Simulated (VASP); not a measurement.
# Mg (Fm-3m) in VASP: relaxation of cell and atoms with PBEsol

Aim: the relaxation of cell and atoms of Mg with PBEsol.

Program: VASP 6.6.1. These are calculated values, not measurements. Logs are shortened: lines on timing, memory, paths and dates and some standing lists are left out, and cuts for length are marked.

## Step 1: The cell of the first run

It takes space group Fm-3m (No. 225, cubic). The conventional cell has a = 4.530 Å, b = 4.530 Å, c = 4.530 Å, α = 90.00°, β = 90.00°, γ = 90.00°. Mg (site symmetry m-3m) has 12 Mg at 3.20 Å within 4.2 Å.

This isn't the form of Mg at room conditions, which is hcp.

## Step 2: Relaxation of cell and atoms, PBEsol

The input, INCAR:

```
SYSTEM = Mg
PREC = Accurate
ENCUT = 600
EDIFF = 1E-7
ISMEAR = -1
SIGMA = 0.1
LREAL = .False.
LASPH = .True.
NELM = 120
ALGO = Normal
ISIF = 3
LWAVE = .False.
LCHARG = .False.
GGA = PS
IBRION = 2
NSW = 80
EDIFFG = -0.02
GGA_COMPAT = .False.
NELMIN = 4
```

The input, KPOINTS:

```
regular mesh
0
Gamma
  9 9 9
  0 0 0
```

The input, POSCAR:

```
Mg
1.0
    0.0000000000      2.2650000000      2.2650000000
    2.2650000000      0.0000000000      2.2650000000
    2.2650000000      2.2650000000      0.0000000000
Mg
1
Direct
    0.0000000000      0.0000000000      0.0000000000
```

Potentials or basis: VASP PAW PBE potentials, release 64 (Mg).

The run is started by

```
$ cat potpaw_PBE.64/Mg/POTCAR > POTCAR
$ mpirun -np 1 vasp_std > vasp.out
```

OUTCAR:

```text
SYSTEM = Mg
   PREC = Accurate
   ENCUT = 600
   EDIFF = 1E-7
   ISMEAR = -1
   LREAL = .False.
   LASPH = .True.
   NELM = 120
   ISIF = 3
   GGA = PS
   IBRION = 2
   NSW = 80
   EDIFFG = -0.02
   NELMIN = 4

 ion  position               nearest neighbor table
   1  0.000  0.000  0.000-

  LATTYP: Found a face centered cubic cell.
 ALAT       =     4.5300000000

  Lattice vectors:

 A1 = (   0.0000000000,   2.2650000000,   2.2650000000)
 A2 = (   2.2650000000,   0.0000000000,   2.2650000000)
 A3 = (   2.2650000000,   2.2650000000,   0.0000000000)

Analysis of symmetry for initial positions (statically):
=====================================================================
 Subroutine PRICEL returns:
 Original cell was already a primitive cell.

 Routine SETGRP: Setting up the symmetry group for a
 face centered cubic supercell.

 Subroutine GETGRP returns: Found 48 space group operations
 (whereof 48 operations were pure point group operations)
 out of a pool of 48 trial point group operations.

The static configuration has the point symmetry O_h .

Analysis of symmetry for dynamics (positions and initial velocities):
=====================================================================
 Subroutine PRICEL returns:
 Original cell was already a primitive cell.

 Routine SETGRP: Setting up the symmetry group for a
 face centered cubic supercell.

 Subroutine GETGRP returns: Found 48 space group operations
 (whereof 48 operations were pure point group operations)
 out of a pool of 48 trial point group operations.

The dynamic configuration has the point symmetry O_h .

 Subroutine INISYM returns: Found 48 space group operations
 (whereof 48 operations are pure point group operations),
 and found     1 'primitive' translations

----------------------------------------------------------------------------------------

                                     Primitive cell

  volume of cell :      23.2399

  direct lattice vectors                    reciprocal lattice vectors
     0.000000000  2.265000000  2.265000000    -0.220750552  0.220750552  0.220750552
     2.265000000  0.000000000  2.265000000     0.220750552 -0.220750552  0.220750552
     2.265000000  2.265000000  0.000000000     0.220750552  0.220750552 -0.220750552

  length of vectors
     3.203193719  3.203193719  3.203193719     0.382351172  0.382351172  0.382351172

  position of ions in fractional coordinates (direct lattice)
     0.000000000  0.000000000  0.000000000

  ion indices of the primitive-cell ions
   primitive index   ion index
                 1           1

----------------------------------------------------------------------------------------

 KPOINTS: regular mesh

Automatic generation of k-mesh.
 Grid dimensions read from file:
 generate k-points for:    9    9    9

 Generating k-lattice:

  Cartesian coordinates                     Fractional coordinates (reciprocal lattice)
    -0.024527839  0.024527839  0.024527839     0.111111111  0.000000000  0.000000000
     0.024527839 -0.024527839  0.024527839     0.000000000  0.111111111  0.000000000
     0.024527839  0.024527839 -0.024527839     0.000000000  0.000000000  0.111111111

  Length of vectors
     0.042483464  0.042483464  0.042483464

  Shift w.r.t. Gamma in fractional coordinates (k-lattice)
     0.000000000  0.000000000  0.000000000

 Subroutine IBZKPT returns following result:
 ===========================================

 Found     35 irreducible k-points:

 Following reciprocal coordinates:
            Coordinates               Weight
  0.000000  0.000000  0.000000      1.000000
  0.111111  0.000000  0.000000      8.000000
  0.222222  0.000000  0.000000      8.000000
  0.333333  0.000000  0.000000      8.000000
  0.444444  0.000000  0.000000      8.000000
  0.111111  0.111111  0.000000      6.000000
[... 16 lines left out ...]
 -0.333333  0.333333  0.000000     12.000000
  0.444444  0.444444  0.000000      6.000000
 [... further k-points ...]
   k-points           NKPTS =     35   k-points in BZ     NKDIM =     35   number of bands    NBANDS=      5
   number of dos      NEDOS =    301   number of ions     NIONS =      1
   total plane-waves  NPLWV =  21952
   dimension x,y,z NGX =    28 NGY =   28 NGZ =   28
   dimension x,y,z NGXF=    56 NGYF=   56 NGZF=   56
   ions per type =               1
   NGX,Y,Z   is equivalent  to a cutoff of  14.53, 14.53, 14.53 a.u.
   NGXF,Y,Z  is equivalent  to a cutoff of  29.06, 29.06, 29.06 a.u.
 SYSTEM =  Mg
   PREC   = accura    normal or accurate (medium, high low for compatibility)
   ISTART =      0    job   : 0-new  1-cont  2-samecut
   ICHARG =      2    charge: 1-file 2-atom 10-const
   ISPIN  =      1    spin polarized calculation?
   LNONCOLLINEAR =      F non collinear calculations
   LSORBIT =      F    spin-orbit coupling
   LASPH  =      T    aspherical Exc in radial PAW
   ENCUT  =  600.0 eV  44.10 Ry    6.64 a.u.   6.40  6.40  6.40*2*pi/ulx,y,z
   NELM   =    120;   NELMIN=  4; NELMDL= -5     # of ELM steps
   EDIFF  = 0.1E-06   stopping-criterion for ELM
   LREAL  =      F    real-space projection
   EDIFFG = -.2E-01   stopping-criterion for IOM
   NSW    =     80    number of steps for IOM
   IBRION =      2    ionic relax: 0-MD 1-quasi-New 2-CG
   NFREE  =      1    steps in history (QN), initial steepest desc. (CG)
   ISIF   =      3    stress and relaxation
   ISYM   =      2    0-nonsym 1-usesym 2-fastsym
   POTIM  = 0.5000    time-step for ionic-motion
   TEBEG  =    0.0;   TEEND  =   0.0 temperature during run
   PSTRESS=    0.0 pullay stress
   NELECT =       2.0000    total number of electrons
   NUPDOWN=      -1.0000    fix difference up-down
   EMIN   =  10.00;   EMAX   =-10.00  energy-range for DOS
   EFERMI =   0.00;   METHOD = LEGACY
   ISMEAR =    -1;   SIGMA  =   0.10  broadening in eV -4-tet -1-fermi 0-gaus
   EFERMI_NEDOS =   21; number of points for ismear=-14 and -15
   IALGO  =     38    algorithm
   IMIX   =      4    mixing-type and parameters
     AMIX     =   0.40;   BMIX     =  1.00
     AMIX_MAG =   1.60;   BMIX_MAG =  1.00
  volume/ion in A,a.u.               =      23.24       156.83
  Fermi-wavevector in a.u.,A,eV,Ry     =   0.722781  1.365858  7.107848  0.522412
  Thomas-Fermi vector in A             =   1.812831
   LORBIT       =      0    0 simple, 1 ext, 2 COOP (PROOUT), +10 PAW based schemes
   GGA     = PS    functional components
   LHFCALC =     F    Hartree Fock is set to
   AEXX    =    0.0000 exact exchange contribution
   IVDW    =     0    specifies the selected vdW correction
   LEPSILON=     F    determine dielectric tensor
   LRPA    =     F    only Hartree local field effects (RPA)
 conjugate gradient relaxation of ions
 non-spin polarized calculation
  energy-cutoff  :      600.00
  volume of cell :       23.24
 maximum number of plane-waves:       785
 NGX is ok and might be reduce to    28
   NGX = 13   NGY = 13   NGZ = 13

--------------------------------------- Ionic step        1  -------------------------------------------

 number of electron       2.0000000 magnetization

 Free energy of the ion-electron system (eV)
  ---------------------------------------------------
  ext. energy  EPLUGINS =         0.00000000
  ---------------------------------------------------
  free energy    TOTEN  =        -1.71065362 eV

  energy without entropy =       -1.69628006  energy(sigma->0) =       -1.70346684

------------------------ aborting loop because EDIFF is reached ----------------------------------------

  FORCE on cell =-STRESS in cart. coord.  units (eV):
  Direction    XX          YY          ZZ          XY          YZ          ZX
  --------------------------------------------------------------------------------------
  -------------------------------------------------------------------------------------
  Total       -0.1358790     -0.1358790     -0.1358790      0.0000000      0.0000000     -0.0000000
  in kB       -9.3675968     -9.3675968     -9.3675968      0.0000000      0.0000000     -0.0000000
  external PRESSURE =      -9.3675968 kB  Pullay stress =       0.0000000 kB
[... 55 lines left out ...]
  energy  without entropy=       -1.6981483879  energy(sigma->0) =       -1.70525595

--------------------------------------- Ionic step        3  -------------------------------------------

 number of electron       2.0000000 magnetization

 Free energy of the ion-electron system (eV)
  ---------------------------------------------------
  ext. energy  EPLUGINS =         0.00000000
  ---------------------------------------------------
  free energy    TOTEN  =        -1.71249369 eV

  energy without entropy =       -1.69833153  energy(sigma->0) =       -1.70541261

 E-fermi :   2.6248     XC(G=0):  -8.5799

 val. band max:        2.5954865793   @ k =  -0.4444   0.4444   0.0000
 cond. band min:       2.7302896240   @ k =  -0.3333   0.4444   0.2222
 fundamental gap:      0.1348030447
 Fermi energy:         2.6247565565

 k-point     1 :       0.0000    0.0000    0.0000
  band No.  band energies     occupation
      1      -4.3256      2.00000
      2      15.0882      0.00000
      3      15.0882      0.00000
      4      15.0882      0.00000
      5      17.0994      0.00000

 k-point     2 :       0.1111    0.0000    0.0000
  band No.  band energies     occupation
      1      -4.0487      2.00000
      2      12.0943      0.00000
      3      14.5947      0.00000
      4      14.5947      0.00000
      5      16.9161      0.00000
[... 169 lines left out ...]
 k-point    24 :       0.4444    0.4444    0.0000
  band No.  band energies     occupation
      1       1.3776      1.99999
      2       4.6661      0.00000
      3       8.8632      0.00000
      4       9.7445      0.00000
      5       9.7445      0.00000

 [... further k-points ...]
[... 5 lines left out ...]
  --------------------------------------------------------------------------------------
  -------------------------------------------------------------------------------------
  Total       -0.0009698     -0.0009698     -0.0009698     -0.0000000      0.0000000      0.0000000
  in kB       -0.0686644     -0.0686644     -0.0686644     -0.0000000      0.0000000      0.0000000
  external PRESSURE =      -0.0686644 kB  Pullay stress =       0.0000000 kB
[... 16 lines left out ...]
  FREE ENERGIE OF THE ION-ELECTRON SYSTEM (eV)
  ---------------------------------------------------
  free  energy   TOTEN  =        -1.7124936864 eV

  energy  without entropy=       -1.6983315341  energy(sigma->0) =       -1.70541261

 reached required accuracy - stopping structural energy minimisation
```

Run time: 5.6 s. Hardware: 1 thread of Intel Xeon 6975P-C (Granite Rapids), shared host; peak memory 0.15 GiB.

Results:

| Quantity | Value |
| --- | --- |
| Free energy | -1.7125 eV |
| Relaxed volume | 22.63 Å³/atom |
| Relaxed cell | a = 3.175 Å, b = 3.175 Å, c = 3.175 Å, α = 60.00°, β = 60.00°, γ = 60.00° |
| Space group after relaxing (to 0.1 Å) | Fm-3m (No. 225) |
| Energy gained by relaxing | 1.8 meV/atom |
| Ionic steps | 3 |
| Pressure after relaxing | 0.0 GPa |
| Band gap on the k mesh | zero (bands 1 and 2 overlap by 1.41 eV) |

Step by step:
```tsv
step	energy change (eV)	largest force (eV/Å)	pressure (GPa)	volume (Å³)
1	0.0000	0.0000	-0.94	23.24
2	-0.0017	0.0000	-0.26	22.79
3	-0.0018	0.0000	-0.01	22.63
```

Final structure:
```xyz
1
Lattice="0.0000 2.2450 2.2450 2.2450 0.0000 2.2450 2.2450 2.2450 0.0000" Properties=species:S:1:pos:R:3 pbc="T T T"
Mg    0.0000    0.0000    0.0000
```

Caveat: the PAW data sets were made with another functional, which shifts forces and pressure a little.
